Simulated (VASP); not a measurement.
Here is a VASP 6.6.1 calculation.

Contents of INCAR:

```
SYSTEM = P
PREC = Accurate
ENCUT = 520
EDIFF = 1E-6
ISMEAR = 0
SIGMA = 0.1
LREAL = .FALSE.
LASPH = .TRUE.
NELM = 100
ALGO = Normal
ISIF = 2
LWAVE = .FALSE.
LCHARG = .FALSE.
GGA = PE
NBANDS = 12
```

KPOINTS

```
regular mesh
0
G
  24 24 12
  0 0 0
```

Contents of POSCAR:

```
P
1.0
    2.6414347457      0.0000000000      0.0000000000
   -1.3207173728      2.2875495922      0.0000000000
    0.0000000000      0.0000000000      4.9610935204
P
2
Direct
    0.0000000000      0.0000000000      0.2363796681
    0.0000000000      0.0000000000      0.7636203319
```

Potentials or basis: VASP PAW PBE potentials, release 64 (P).

Command:

```bash
$ cat potpaw_PBE.64/P/POTCAR > POTCAR
$ mpirun -np 1 vasp_std > vasp.out
```

**Question.** Estimate the pressure.

**Answer.** -0.2 GPa.

**Question.** Predict the band gap on the k mesh.

**Answer.** Zero (band 5 reaches 15.87 eV, above the bottom of band 6 at 5.01 eV).

Forces in eV/Å, atoms in the order of the input:
```
P    0.000  0.000 -0.027
P    0.000  0.000  0.027
```
